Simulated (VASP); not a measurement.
Input of a VASP 6.6.1 run:

The input INCAR:

```
  PREC = Accurate
  ENCUT = 520
  EDIFF = 1E-6
  ISMEAR = -1
  SIGMA = 0.05
  LREAL = F
  LASPH = T
  NELM = 60
  ALGO = Normal
  ISIF = 2
  LWAVE = F
  LCHARG = F
  GGA = PE
  NBANDS = 14
```

Contents of KPOINTS:

```
Automatic mesh
0
Gamma
  10 10 6
```

Contents of POSCAR:

```
Re
1.0
    2.7739295987      0.0000000000      0.0000000000
   -1.3869647993      2.4022935007      0.0000000000
    0.0000000000      0.0000000000      4.4843844065
Re
2
Direct
    0.3333333333      0.6666666667      0.2500000000
    0.6666666667      0.3333333333      0.7500000000
```

Potentials or basis: VASP PAW PBE potentials, release 64 (Re).

The run is started by

```console
$ cat potpaw_PBE.64/Re/POTCAR > POTCAR
$ mpirun -np 1 vasp_std > vasp.out
```

Q: Estimate the pressure.

A: -0.5 GPa.

Q: Estimate the band gap on the k mesh.

A: Zero (band 7 reaches 9.27 eV, above the bottom of band 8 at 6.04 eV).

Stress tensor (GPa, compression positive):
```
-0.42  0.00  0.00
 0.00 -0.42  0.00
 0.00  0.00 -0.61
```

Caveat: spin-orbit coupling is left out, which moves the levels of the heavy elements.
